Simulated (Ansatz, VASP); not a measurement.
Ta3Ru in VASP and in Ansatz

```
Ta Ru
1.0
     0.00000    3.17062    3.17062
     3.17062    0.00000    3.17062
     3.17062    3.17062    0.00000
Ta Ru
3 1
Direct
  0.25000 0.25000 0.25000
  0.75000 0.75000 0.75000
  0.50000 0.50000 0.50000
  0.00000 0.00000 0.00000
```

Alike in both runs: functional LDA; k mesh 6 × 6 × 6; occupations gaussian, width 0.1 eV; no spin polarisation.

Ansatz relaxed the structure, and its values are those at the end. VASP's run is a single point on that final structure, the one shown.

|  | VASP | Ansatz |
| --- | --- | --- |
| version | VASP 6.6.1 | Ansatz 0.2.0 |
| potentials or method | VASP PAW LDA potentials, release 64 (Ta_sv_GW, Ru_sv), cutoff 560 eV | scalar-relativistic, plane waves, PAW |
| valence electrons in the cell | 55 | 55 |

|  | VASP | Ansatz | Ansatz less VASP |
| --- | --- | --- | --- |
| gap on the k mesh at the Fermi level (eV) | none | none | - |
| pressure (GPa) | 0.4 | 0.1 | -0.24 |

LDA's correlation is that of Perdew and Zunger in VASP and of Perdew and Wang (1992) in Ansatz. A gap of «none» marks a metal or a gap that the smearing closes.

Spin-orbit coupling is off throughout.
